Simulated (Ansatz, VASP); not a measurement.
Te2Mo: VASP beside Ansatz

```xyz
3
Lattice="3.4665 0.0000 0.0000 -1.7333 3.0021 0.0000 0.0000 0.0000 17.7826" Properties=species:S:1:pos:R:3 pbc="T T T"
Te    0.0000    2.0014   15.9872
Te    0.0000    2.0014    1.7954
Mo    0.0000    0.0000    0.0000
```

Change from the starting cell: strain along c alone, the other axes held, atoms relaxed: +1.5 %.

Alike in both runs: functional LDA; k mesh 12 × 12 × 2; occupations gaussian, width 0.02 eV; no spin polarisation.

Ansatz relaxed the structure, and its values are those at the end. VASP's run is a single point on that final structure, the one shown.

```csv
,VASP,Ansatz
version,VASP 6.6.1,Ansatz 0.2.0
potentials or method,"VASP PAW LDA potentials, release 64 (Te, Mo_sv), cutoff 500 eV","scalar-relativistic, plane waves, PAW"
valence electrons in the cell,26,46
```

VASP gave:

```
gap on the k mesh at the Fermi level (eV) : 1.24
least direct gap on the mesh (eV)         : 1.24
rms of the force components (eV/Å)        : 0.024
```

Problem. Estimate Ansatz's values.

Solution. gap on the k mesh at the Fermi level (eV): 1.24; least direct gap on the mesh (eV): 1.24; rms of the force components (eV/Å): 0.004.

LDA's correlation is that of Perdew and Zunger in VASP and of Perdew and Wang (1992) in Ansatz. VASP's potentials hold 26 valence electrons a cell and Ansatz's 46, so a difference there can come from the potentials and not from the codes. Ansatz's warnings: stress scf threshold loose.

Spin-orbit coupling is off throughout.
